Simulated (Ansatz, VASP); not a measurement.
**Zn in VASP and in Ansatz**

```
Zn
1.0
     0.00000    2.90890    2.90890
     2.90890    0.00000    2.90890
     2.90890    2.90890    0.00000
Zn
2
Direct
  0.01375 0.01375 0.98625
  0.25000 0.25000 0.25000
```

Alike in both runs: task single point; functional PBE; k mesh 11 × 11 × 11; occupations fermi-dirac, width 0.05 eV; no spin polarisation.

|  | VASP | Ansatz |
| --- | --- | --- |
| version | VASP 6.6.1 | Ansatz 0.2.0 |
| potentials or method | VASP PAW PBE potentials, release 64 (Zn), cutoff 520 eV | all-electron LAPW, scalar-relativistic |

Ansatz gave:

| Property | Result |
| --- | --- |
| pressure (GPa) | 0.1 |
| traceless stress, the component that is largest in VASP (GPa) | 1.44 |
| rms of the force components (eV/Å) | 0.134 |

Question: Estimate VASP's values.

Answer: Pressure (GPa): 0.3; traceless stress, the component that is largest in VASP (GPa): 1.47; rms of the force components (eV/Å): 0.136.

Atom by atom the forces differ by 0.003 eV/Å (rms over components). Ansatz ran all-electron here, and VASP with PAW potentials.
